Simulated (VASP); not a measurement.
A run of VASP 6.6.1 is set up as follows.

Contents of INCAR:

```
SYSTEM = AlGa3N4
ALGO     = Normal         ! electronic algorithm
EDIFF    = 1E-6           ! SCF threshold, eV
ENCUT    = 520            ! plane-wave cutoff, eV
GGA      = PS             ! functional
ISIF     = 2              ! what is computed and relaxed
ISMEAR   = 0              ! smearing method
LASPH    = .TRUE.         ! aspherical terms in the spheres
LCHARG   = .TRUE.         ! write CHGCAR
LELF     = .TRUE.         ! ELF
LREAL    = .FALSE.        ! projectors in reciprocal space
LVHAR    = .TRUE.       
LWAVE    = .FALSE.        ! write WAVECAR
NBANDS   = 41             ! bands
NELM     = 100            ! most SCF steps
PREC     = Accurate       ! precision mode
SIGMA    = 0.02           ! smearing width, eV
```

The input KPOINTS:

```
k-points
0
G
  6 6 6
  0 0 0
```

The input POSCAR:

```
AlGa3N4
1.0
    4.3293642497      0.0000000000      0.0000000000
    0.0000000000      4.3293642497      0.0000000000
    0.0000000000      0.0000000000      4.3293642497
Al Ga N
1 3 4
Direct
    0.0000000000      0.0000000000      0.0000000000
    0.5000000000      0.5000000000      0.0000000000
    0.5000000000      0.0000000000      0.5000000000
    0.0000000000      0.5000000000      0.5000000000
    0.7551302381      0.7551302381      0.2448697619
    0.7551302381      0.2448697619      0.7551302381
    0.2448697619      0.7551302381      0.7551302381
    0.2448697619      0.2448697619      0.2448697619
```

Potentials or basis: VASP PAW PBE potentials, release 64 (Al, Ga_d, N).

The run is started by

```console
$ cat potpaw_PBE.64/Al/POTCAR potpaw_PBE.64/Ga_d/POTCAR potpaw_PBE.64/N/POTCAR > POTCAR
$ mpirun -np 1 vasp_std > vasp.out
```

Predict the pressure.

21.9 GPa.

What does it give for the band gap on the k mesh?

2.97 eV.

Predict the largest force.

0.013 eV/Å.

Forces in eV/Å, atoms in the order of the input:
```
Al   0.000  0.000  0.000
Ga   0.000  0.000  0.000
Ga   0.000  0.000  0.000
Ga   0.000  0.000  0.000
N   -0.008 -0.008  0.008
N   -0.008  0.008 -0.008
N    0.008 -0.008 -0.008
N    0.008  0.008  0.008
```

Caveat: the cell stands under pressure; the PAW data sets were made with another functional, which shifts forces and pressure a little.
